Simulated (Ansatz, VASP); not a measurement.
One calculation of Re, two programs

Contents of INCAR:

```
PREC     = Accurate       # precision mode
ENCUT    = 520            # plane-wave cutoff, eV
EDIFF    = 1E-6           # SCF threshold, eV
ISMEAR   = -1             # smearing method
SIGMA    = 0.05           # smearing width, eV
LREAL    = F              # projectors in reciprocal space
LASPH    = T              # aspherical terms in the spheres
NELM     = 100            # most SCF steps
ALGO     = Fast           # electronic algorithm
ISIF     = 2              # what is computed and relaxed
LWAVE    = F              # write WAVECAR
LCHARG   = F              # write CHGCAR
GGA      = PS             # functional
NBANDS   = 14             # bands
```

File KPOINTS:

```
regular mesh
0
Gamma
  8 8 4
```

Contents of POSCAR:

```
Re
1.0
    2.7608000000      0.0000000000      0.0000000000
   -1.3804000000      2.3909229348      0.0000000000
    0.0000000000      0.0000000000      4.4582000000
Re
2
Direct
    0.6666666667      0.3333333333      0.7500000000
    0.3333333333      0.6666666667      0.2500000000
```

File input.yaml:

```yaml
crystal:
  lattice:
    - [2.7608, 0.0, 0.0]
    - [-1.3804, 2.3909229348, 0.0]
    - [0.0, 0.0, 4.4582]
  atoms:
    - { symbol: Re, position: [0.6666666667, 0.3333333333, 0.75] }
    - { symbol: Re, position: [0.3333333333, 0.6666666667, 0.25] }
kpoints:
  mp_grid: { grid: [8, 8, 4] }
  band_path:
    path:
      - [0.0, 0.0, 0.0]
      - [0.5, 0.0, 0.0]
      - [0.3333333333, 0.3333333333, 0.0]
      - [0.0, 0.0, 0.0]
      - [0.0, 0.0, 0.5]
      - [0.5, 0.0, 0.5]
      - [0.3333333333, 0.3333333333, 0.5]
      - [0.0, 0.0, 0.5]
    npoints: 6
scf:
  occupations: { method: fermi_dirac, width: 0.05 }
hamiltonian:
  xc: pbesol
  pseudopotentials: { kind: all_electron, lapw: { basis_error: 0.001 } }
output:
  forces: true
  stress: true
  eigenvalues: true
```

Alike in both runs: functional PBEsol; k mesh 8 × 8 × 4; occupations fermi-dirac, width 0.05 eV; no spin polarisation.

```csv
,VASP,Ansatz
version,VASP 6.6.1,Ansatz 0.2.0
potentials or method,"VASP PAW PBE potentials, release 64 (Re), cutoff 520 eV","all-electron LAPW, scalar-relativistic"
task,single point,band structure
```

```csv
,VASP,Ansatz,Ansatz less VASP
gap on the k mesh at the Fermi level (eV),none,none,-
pressure (GPa),-3.6,-3.5,+0.17
"traceless stress, the component that is largest in VASP (GPa)",1.88,1.91,+0.036
```

VASP's potentials were made for PBE, not for PBEsol. A gap of «none» marks a metal or a gap that the smearing closes. Ansatz ran all-electron here, and VASP with PAW potentials.

Spin-orbit coupling is off throughout. Noted on Ansatz's run: the k mesh is thin for a metal, which can move the energy by tens of meV per atom.
